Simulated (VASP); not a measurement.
Crystal: Ta3AsAu2O13.

```
CELL_PARAMETERS angstrom
5.45204 0.00000 0.00000
-2.72602 4.72161 0.00000
0.00000 0.00000 9.57902
ATOMIC_POSITIONS crystal
Ta 0.00000 0.00000 0.19408
Ta 0.00000 0.00000 0.80592
Ta 0.66667 0.33333 0.00000
As 0.00000 0.00000 0.50000
Au 0.33333 0.66667 0.27428
Au 0.33333 0.66667 0.72572
O 0.00000 0.00000 0.00000
O 0.23947 0.97129 0.36402
O 0.02871 0.26818 0.36402
O 0.73182 0.76053 0.36402
O 0.23947 0.97129 0.63598
O 0.02871 0.26818 0.63598
O 0.73182 0.76053 0.63598
O 0.38452 0.33425 0.85844
O 0.66575 0.05026 0.85844
O 0.94974 0.61548 0.85844
O 0.38452 0.33425 0.14156
O 0.66575 0.05026 0.14156
O 0.94974 0.61548 0.14156
```

Base run:

| Quantity | Value |
| --- | --- |
| Program | VASP 6.6.1 |
| Functional | PBEsol |
| Potentials or basis | VASP PAW PBE potentials, release 64 (Ta_pv, As, Au, O) |
| Cutoff | 520 eV |
| k mesh | 4 × 4 × 2 |
| Occupations | fermi-dirac, width 0.05 eV |
| Spin | no spin polarisation |

Its results: band gap on the k mesh zero (bands 69 and 70 overlap by 0.06 eV); pressure -5.6 GPa; largest force 0.298 eV/Å.

Q: The run is repeated on the same cell with these changes: functional from PBEsol to PBE. What comes out?

A: Band gap on the k mesh zero (bands 69 and 70 overlap by 0.06 eV); pressure 0.4 GPa; largest force 0.299 eV/Å.

PBE binds less tightly than PBEsol, so the same cell stands under more pressure.

Caveats: spin-orbit coupling is left out, which moves the levels of the heavy elements; the cell stands under tension (at least some runs); the PAW data sets were made with another functional, which shifts forces and pressure a little (at least some runs).
